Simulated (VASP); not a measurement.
# PbO (P4/nmm) in VASP: a series of runs, part 2 of 2

VASP 6.6.1. The steps go on from the part before.

### Step 4. Single point, PBE

This run uses another cell than the first one, of 22.87 Å³/atom, 1.011 times its volume.

The input, INCAR:

```
PREC = Accurate
ENCUT = 520
EDIFF = 1E-7
ISMEAR = 0
SIGMA = 0.02
LREAL = False
LASPH = True
NELM = 60
ALGO = Normal
ISIF = 2
LWAVE = False
LCHARG = False
GGA = PE
NBANDS = 28
```

The input, KPOINTS:

```
regular mesh
0
Gamma
  8 8 6
```

The input, POSCAR:

```
PbO
1.0
    4.0573230236      0.0000000000      0.0000000000
    0.0000000000      4.0573230236      0.0000000000
    0.0000000000      0.0000000000      5.5573150826
Pb O
2 2
Direct
    0.0000000000      0.5000000000      0.2140913685
    0.5000000000      0.0000000000      0.7859086315
    0.0000000000      0.0000000000      0.0000000000
    0.5000000000      0.5000000000      0.0000000000
```

Potentials or basis: VASP PAW PBE potentials, release 64 (Pb_d, O).

The run is started by

```console
cat potpaw_PBE.64/Pb_d/POTCAR potpaw_PBE.64/O/POTCAR > POTCAR
mpirun -np 1 vasp_std > vasp.out
```

OUTCAR:

```text
PREC = Accurate
   ENCUT = 520
   EDIFF = 1E-7
   ISMEAR = 0
   LREAL = False
   LASPH = True
   NELM = 60
   ISIF = 2
   GGA = PE

 ion  position               nearest neighbor table
   1  0.000  0.500  0.214-   3 2.35   4 2.35   3 2.35   4 2.35   2 3.73   2 3.73   2 3.73   2 3.73

   2  0.500  0.000  0.786-   3 2.35   4 2.35   4 2.35   3 2.35   1 3.73   1 3.73   1 3.73   1 3.73

   3  0.000  0.000  0.000-   1 2.35   2 2.35   1 2.35   2 2.35
   4  0.500  0.500  0.000-   1 2.35   2 2.35   2 2.35   1 2.35

  LATTYP: Found a simple tetragonal cell.
 ALAT       =     4.0573230236
 C/A-ratio  =     1.3696999352

  Lattice vectors:

 A1 = (   4.0573230236,   0.0000000000,   0.0000000000)
 A2 = (   0.0000000000,   4.0573230236,   0.0000000000)
 A3 = (   0.0000000000,   0.0000000000,   5.5573150826)

Analysis of symmetry for initial positions (statically):
=====================================================================
 Subroutine PRICEL returns:
 Original cell was already a primitive cell.

 Routine SETGRP: Setting up the symmetry group for a
[... 173 lines left out ...]

 E-fermi :   3.9274     XC(G=0):  -9.0278

 val. band max:        3.7794744959   @ k =   0.1250   0.0000   0.0000
 cond. band min:       5.5575904310   @ k =   0.5000   0.5000   0.0000
 fundamental gap:      1.7781159351
 Fermi energy:         3.9274435056

 k-point     1 :       0.0000    0.0000    0.0000
  band No.  band energies     occupation
      1     -14.1259      2.00000
      2     -13.7299      2.00000
      3     -12.0818      2.00000
      4     -12.0818      2.00000
      5     -12.0349      2.00000
      6     -12.0246      2.00000
[... 733 lines left out ...]
     27      13.0535      0.00000
     28      13.0535      0.00000

 [... further k-points ...]

------------------------ aborting loop because EDIFF is reached ----------------------------------------

  FORCE on cell =-STRESS in cart. coord.  units (eV):
  Direction    XX          YY          ZZ          XY          YZ          ZX
  --------------------------------------------------------------------------------------
  -------------------------------------------------------------------------------------
  Total        0.0337571      0.0337571      0.0495987      0.0000000     -0.0000000      0.0000000
  in kB        0.5911961      0.5911961      0.8686329      0.0000000     -0.0000000      0.0000000
  external PRESSURE =       0.6836750 kB  Pullay stress =       0.0000000 kB

 VOLUME and BASIS-vectors are now :
 -----------------------------------------------------------------------------
  energy-cutoff  :      520.00
  volume of cell :       91.48
      direct lattice vectors                 reciprocal lattice vectors
     4.057323024  0.000000000  0.000000000     0.246467928  0.000000000  0.000000000
     0.000000000  4.057323024  0.000000000     0.000000000  0.246467928  0.000000000
     0.000000000  0.000000000  5.557315083     0.000000000  0.000000000  0.179943009

 POSITION                                       TOTAL-FORCE (eV/Angst)
 -----------------------------------------------------------------------------------
      0.00000      2.02866      1.18977         0.000000     -0.000000      0.029582
      2.02866      0.00000      4.36754        -0.000000     -0.000000     -0.029582
      0.00000      0.00000      0.00000        -0.000000     -0.000000      0.000000
      2.02866      2.02866      0.00000        -0.000000      0.000000      0.000000
 -----------------------------------------------------------------------------------
    total drift:                                0.000000      0.000000      0.000000

  FREE ENERGIE OF THE ION-ELECTRON SYSTEM (eV)
  ---------------------------------------------------
  free  energy   TOTEN  =       -21.5176572962 eV

  energy  without entropy=      -21.5176572962  energy(sigma->0) =      -21.51765730
```

OSZICAR:

```text
N       E                     dE             d eps       ncg     rms          rms(c)
DAV:   1     0.458146617392E+03    0.45815E+03   -0.19483E+04  3360   0.162E+03
DAV:   2     0.378889744972E+02   -0.42026E+03   -0.40316E+03  3436   0.435E+02
DAV:   3    -0.234931981409E+02   -0.61382E+02   -0.59779E+02  4412   0.179E+02
DAV:   4    -0.263807786461E+02   -0.28876E+01   -0.28779E+01  3868   0.411E+01
DAV:   5    -0.264721656953E+02   -0.91387E-01   -0.91377E-01  3856   0.800E+00    0.126E+01
DAV:   6    -0.217622279780E+02    0.47099E+01   -0.27061E+01  4896   0.389E+01    0.581E+00
DAV:   7    -0.215560294783E+02    0.20620E+00   -0.32449E+00  4100   0.125E+01    0.256E+00
DAV:   8    -0.215234267836E+02    0.32603E-01   -0.59083E-01  3744   0.492E+00    0.803E-01
DAV:   9    -0.215160182516E+02    0.74085E-02   -0.58459E-02  5320   0.185E+00    0.320E-01
DAV:  10    -0.215178791601E+02   -0.18609E-02   -0.14569E-02  3860   0.802E-01    0.103E-01
DAV:  11    -0.215177150259E+02    0.16413E-03   -0.30889E-03  4992   0.415E-01    0.769E-02
DAV:  12    -0.215176643156E+02    0.50710E-04   -0.56447E-04  4784   0.230E-01    0.204E-02
DAV:  13    -0.215176570095E+02    0.73061E-05   -0.69863E-05  4408   0.651E-02    0.427E-03
DAV:  14    -0.215176576168E+02   -0.60732E-06   -0.75178E-06  4572   0.196E-02    0.188E-03
DAV:  15    -0.215176573652E+02    0.25160E-06   -0.44404E-07  3424   0.665E-03    0.477E-04
DAV:  16    -0.215176572962E+02    0.68986E-07   -0.45422E-08  2636   0.156E-03
   1 F= -.21517657E+02 E0= -.21517657E+02  d E =-.247693E-27
```

It took 3.9 min on 1 thread of AMD EPYC 7R13, shared host; peak memory 0.24 GiB.

What came out:

```yaml
Free_energy: -21.5177 eV
Pressure: 0.1 GPa
Largest_force: 0.030 eV/Å
Band_gap_on_the_k_mesh: 1.78 eV, indirect (least direct gap 1.92 eV)
```

Forces in eV/Å, atoms in the order of the input:
```
Pb   0.000  0.000  0.030
Pb   0.000  0.000 -0.030
O    0.000  0.000  0.000
O    0.000  0.000  0.000
```

Levels at points of the mesh, in eV from the valence-band top:
| k point | band 18 | band 19 | band 20 | band 21 | band 22 | band 23 |
| --- | --- | --- | --- | --- | --- | --- |
| (0.00, 0.00, 0.00) | -1.45 | -1.45 | 0.00 | 1.92 | 4.53 | 5.96 |
| (0.50, 0.00, 0.00) | -2.71 | -1.31 | -1.31 | 3.16 | 3.16 | 5.75 |
| (0.50, 0.50, 0.00) | -1.57 | -0.84 | -0.84 | 1.78 | 1.78 | 5.25 |
| (0.00, 0.00, 0.50) | -1.46 | -1.46 | -0.74 | 1.81 | 4.28 | 4.51 |
| (0.50, 0.00, 0.50) | -2.70 | -0.88 | -0.88 | 2.89 | 2.89 | 6.45 |
| (0.50, 0.50, 0.50) | -1.86 | -0.84 | -0.84 | 3.72 | 3.72 | 4.02 |

Caveat: spin-orbit coupling is left out, which moves the levels of the heavy elements. A k mesh can miss the band edges.

### Step 5. Relaxation of cell and atoms, PBE

The input, INCAR:

```
SYSTEM = PbO
  PREC = Accurate
  ENCUT = 600
  EDIFF = 1E-6
  ISMEAR = 0
  SIGMA = 0.02
  LREAL = .False.
  LASPH = .True.
  NELM = 60
  ALGO = Normal
  ISIF = 3
  LWAVE = .False.
  LCHARG = .False.
  GGA = PE
  IBRION = 2
  NSW = 100
  EDIFFG = -0.01
```

The input, KPOINTS:

```
Automatic mesh
0
Gamma
  8 8 6
  0 0 0
```

The input, POSCAR:

```
PbO
1.0
    4.0604585745      0.0000000000      0.0000000000
    0.0000000000      4.0604585745      0.0000000000
    0.0000000000      0.0000000000      5.4874670141
Pb O
2 2
Direct
    0.0000000000      0.5000000000      0.2162408902
    0.5000000000      0.0000000000      0.7837591098
    0.0000000000      0.0000000000      0.0000000000
    0.5000000000      0.5000000000      0.0000000000
```

Potentials or basis: VASP PAW PBE potentials, release 64 (Pb_d, O).

The run is started by

```console
cat potpaw_PBE.64/Pb_d/POTCAR potpaw_PBE.64/O/POTCAR > POTCAR
mpirun -np 1 vasp_std > vasp.out
```

OUTCAR:

```text
SYSTEM = PbO
   PREC = Accurate
   ENCUT = 600
   EDIFF = 1E-6
   ISMEAR = 0
   LREAL = .False.
   LASPH = .True.
   NELM = 60
   ISIF = 3
   GGA = PE
   IBRION = 2
   NSW = 100
   EDIFFG = -0.01

 ion  position               nearest neighbor table
   1  0.000  0.500  0.216-   3 2.35   4 2.35   3 2.35   4 2.35   2 3.73   2 3.73   2 3.73   2 3.73

   2  0.500  0.000  0.784-   3 2.35   4 2.35   4 2.35   3 2.35   1 3.73   1 3.73   1 3.73   1 3.73

   3  0.000  0.000  0.000-   1 2.35   2 2.35   1 2.35   2 2.35
   4  0.500  0.500  0.000-   1 2.35   2 2.35   2 2.35   1 2.35

  LATTYP: Found a simple tetragonal cell.
 ALAT       =     4.0604585745
 C/A-ratio  =     1.3514402163

  Lattice vectors:

 A1 = (   4.0604585745,   0.0000000000,   0.0000000000)
 A2 = (   0.0000000000,   4.0604585745,   0.0000000000)
 A3 = (   0.0000000000,   0.0000000000,   5.4874670141)

Analysis of symmetry for initial positions (statically):
=====================================================================
 Subroutine PRICEL returns:
 Original cell was already a primitive cell.

 Routine SETGRP: Setting up the symmetry group for a
 simple tetragonal supercell.

 Subroutine GETGRP returns: Found 16 space group operations
 (whereof  8 operations were pure point group operations)
 out of a pool of 16 trial point group operations.

The static configuration has the point symmetry D_2d.
 The point group associated with its full space group is D_4h.

Analysis of symmetry for dynamics (positions and initial velocities):
=====================================================================
 Subroutine PRICEL returns:
 Original cell was already a primitive cell.

 Routine SETGRP: Setting up the symmetry group for a
 simple tetragonal supercell.

 Subroutine GETGRP returns: Found 16 space group operations
 (whereof  8 operations were pure point group operations)
 out of a pool of 16 trial point group operations.

The dynamic configuration has the point symmetry D_2d.
[... 131 lines left out ...]
   AEXX    =    0.0000 exact exchange contribution
   IVDW    =     0    specifies the selected vdW correction
   LEPSILON=     F    determine dielectric tensor
   LRPA    =     F    only Hartree local field effects (RPA)
 conjugate gradient relaxation of ions
 non-spin polarized calculation
 Gauss-broadening in eV      SIGMA  =   0.02
  energy-cutoff  :      600.00
  volume of cell :       90.47
 maximum number of plane-waves:      3048
   NGX = 17   NGY = 17   NGZ = 21

--------------------------------------- Ionic step        1  -------------------------------------------

 number of electron      40.0000014 magnetization

 Free energy of the ion-electron system (eV)
  ---------------------------------------------------
  ext. energy  EPLUGINS =         0.00000000
  ---------------------------------------------------
  free energy    TOTEN  =       -21.52087393 eV

  energy without entropy =      -21.52087393  energy(sigma->0) =      -21.52087393

------------------------ aborting loop because EDIFF is reached ----------------------------------------

  FORCE on cell =-STRESS in cart. coord.  units (eV):
  Direction    XX          YY          ZZ          XY          YZ          ZX
  --------------------------------------------------------------------------------------
  -------------------------------------------------------------------------------------
  Total        0.0370366      0.0370366      0.1299129      0.0000000      0.0000000      0.0000000
  in kB        0.6558728      0.6558728      2.3005987      0.0000000      0.0000000      0.0000000
  external PRESSURE =       1.2041148 kB  Pullay stress =       0.0000000 kB
[... 101 lines left out ...]
--------------------------------------- Ionic step        4  -------------------------------------------

 number of electron      40.0000014 magnetization

 Free energy of the ion-electron system (eV)
  ---------------------------------------------------
  ext. energy  EPLUGINS =         0.00000000
  ---------------------------------------------------
  free energy    TOTEN  =       -21.52105036 eV

  energy without entropy =      -21.52105036  energy(sigma->0) =      -21.52105036

 E-fermi :   3.9428     XC(G=0):  -9.0899

 val. band max:        3.8591216488   @ k =   0.1250   0.0000   0.0000
 cond. band min:       5.5845306176   @ k =   0.5000   0.5000   0.0000
 fundamental gap:      1.7254089688
 Fermi energy:         3.9428223451

 k-point     1 :       0.0000    0.0000    0.0000
  band No.  band energies     occupation
      1     -14.0397      2.00000
      2     -13.6475      2.00000
      3     -12.0070      2.00000
      4     -12.0070      2.00000
      5     -11.9602      2.00000
      6     -11.9475      2.00000
[... 637 lines left out ...]
     23       9.4852      0.00000
     24       9.4852      0.00000

 [... further k-points ...]

------------------------ aborting loop because EDIFF is reached ----------------------------------------

  FORCE on cell =-STRESS in cart. coord.  units (eV):
  Direction    XX          YY          ZZ          XY          YZ          ZX
  --------------------------------------------------------------------------------------
  -------------------------------------------------------------------------------------
  Total       -0.0349528     -0.0349528      0.0212985      0.0000000      0.0000000      0.0000000
  in kB       -0.6183338     -0.6183338      0.3767809      0.0000000      0.0000000      0.0000000
  external PRESSURE =      -0.2866289 kB  Pullay stress =       0.0000000 kB
[... 19 lines left out ...]
  FREE ENERGIE OF THE ION-ELECTRON SYSTEM (eV)
  ---------------------------------------------------
  free  energy   TOTEN  =       -21.5210503623 eV

  energy  without entropy=      -21.5210503623  energy(sigma->0) =      -21.52105036

 reached required accuracy - stopping structural energy minimisation
```

Wall time 9.1 min (1 thread of AMD EPYC 7R13, shared host); peak memory 0.28 GiB.

What came out:

```yaml
Free_energy: -21.5211 eV
Relaxed_volume: 22.64 Å³/atom
Relaxed_cell: a = 4.060 Å, b = 4.060 Å, c = 5.495 Å, α = 90.00°, β = 90.00°, γ = 90.00°
Space_group_after_relaxing_to_0.05_Å: P4/nmm (No. 129)
Energy_gained_by_relaxing: 0.0 meV/atom
Ionic_steps: 4
Pressure_after_relaxing: 0.0 GPa
Band_gap_on_the_k_mesh: 1.73 eV, indirect (least direct gap 1.95 eV)
```

Step by step:
```tsv
step	energy change (eV)	largest force (eV/Å)	pressure (GPa)	volume (Å³)
1	0.0000	0.0440	0.12	90.47
2	-0.0001	0.0240	-0.14	90.70
3	-0.0001	0.0024	-0.04	90.61
4	-0.0002	0.0008	-0.03	90.57
```

Final structure:
```
Pb O
1.0
     4.05962    0.00000    0.00000
     0.00000    4.05962    0.00000
     0.00000    0.00000    5.49539
Pb O
2 2
Direct
  0.00000 0.50000 0.21655
  0.50000 0.00000 0.78345
  0.00000 0.00000 0.00000
  0.50000 0.50000 0.00000
```

Levels at points of the mesh, in eV from the valence-band top:
```tsv
k point	band 16	band 17	band 18	band 19	band 20	band 21	band 22	band 23	band 24
(0.00, 0.00, 0.00)	-3.88	-1.46	-1.45	-1.45	0.00	1.95	4.63	5.90	5.90
(0.50, 0.00, 0.00)	-2.90	-2.71	-2.71	-1.32	-1.32	3.17	3.17	5.81	5.81
(0.50, 0.50, 0.00)	-3.12	-1.56	-1.56	-0.84	-0.84	1.73	1.73	5.24	5.24
(0.00, 0.00, 0.50)	-3.80	-1.48	-1.46	-1.46	-0.74	1.82	4.28	4.45	4.45
(0.50, 0.00, 0.50)	-3.21	-2.69	-2.69	-0.87	-0.87	2.91	2.91	6.41	6.41
(0.50, 0.50, 0.50)	-3.35	-1.88	-1.88	-0.84	-0.84	3.69	3.69	4.09	4.09
```

Caveat: spin-orbit coupling is left out, which moves the levels of the heavy elements.

### Step 6. Summary

| task | cell | k mesh | cutoff (eV) | smearing | gap on the mesh (eV) | pressure (GPa) | relaxed volume (Å³/atom) | largest force (eV/Å) |
| --- | --- | --- | --- | --- | --- | --- | --- | --- |
| single point | a = 4.060, b = 4.060, c = 5.487 Å, 4 atoms | 4 × 4 × 4 | 520 | gaussian 0.1 eV | 1.73 | 0.2 | - | 0.04 |
| relaxation of cell and atoms | relaxed from a = 3.974, b = 3.974, c = 5.022 Å, 4 atoms | 4 × 4 × 4 | 600 | gaussian 0.1 eV | 1.71 | 0.1 | 22.60 | 0.03 |
| single point | a = 4.057, b = 4.057, c = 5.557 Å, 4 atoms | 8 × 8 × 6 | 520 | gaussian 0.02 eV | 1.78 | 0.1 | - | 0.03 |
| relaxation of cell and atoms | relaxed from a = 4.060, b = 4.060, c = 5.487 Å, 4 atoms | 8 × 8 × 6 | 600 | gaussian 0.02 eV | 1.73 | 0.0 | 22.64 | - |

Alike in all rows: level PBE; potentials or basis VASP PAW PBE potentials, release 64 (Pb_d, O); no spin polarisation.

Caveats: spin-orbit coupling is left out, which moves the levels of the heavy elements; the volume moved by +14 % from the deposited cell, more than functionals usually miss (some runs).

Absolute energies hang on the potentials; compare differences alone.
